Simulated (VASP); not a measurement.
A run of VASP 6.6.1 is set up as follows.

Contents of INCAR:

```
SYSTEM = WSe2
PREC = Accurate
ENCUT = 520
EDIFF = 1E-6
ISMEAR = 0
SIGMA = 0.05
LREAL = .False.
LASPH = .True.
NELM = 60
ALGO = Normal
ISIF = 2
LWAVE = .False.
LCHARG = .True.
GGA = PE
IVDW = 12
LELF = .True.
LVHAR = .True.
NBANDS = 20
```

The input KPOINTS:

```
Automatic mesh
0
Gamma
  9 9 4
  0 0 0
```

POSCAR

```
WSe2
1.0
    2.9019021618      0.0000000000      0.0000000000
   -1.4509510809      3.3650264123      0.0000000000
    0.0000000000      0.0000000000      6.5152257712
W Se
1 2
Direct
    0.0000000000      0.0000000000      0.0000000000
    0.3333333333      0.6666666667      0.2405528385
    0.3333333333      0.6666666667      0.7594471615
```

Potentials or basis: VASP PAW PBE potentials, release 64 (W_sv, Se).

The run is started by

```bash
$ cat potpaw_PBE.64/W_sv/POTCAR potpaw_PBE.64/Se/POTCAR > POTCAR
$ mpirun -np 1 vasp_std > vasp.out
```

(1) Predict the band gap on the k mesh.

(2) Estimate the largest force.

## Answers

(1) 0.58 eV (least direct gap 0.85 eV).

(2) 1.943 eV/Å.

Caveat: the cell differs from its parent crystal (strain +e along x and -e along y -0.1500, strain +e along z and -e/2 along x and y -0.0700); spin-orbit coupling is left out, which moves the levels of the heavy elements; an odd mesh through Γ misses points on the zone boundary, where band edges can lie; forces of over 1 eV/Å act on the atoms, so gaps and moduli don't describe the material at rest.
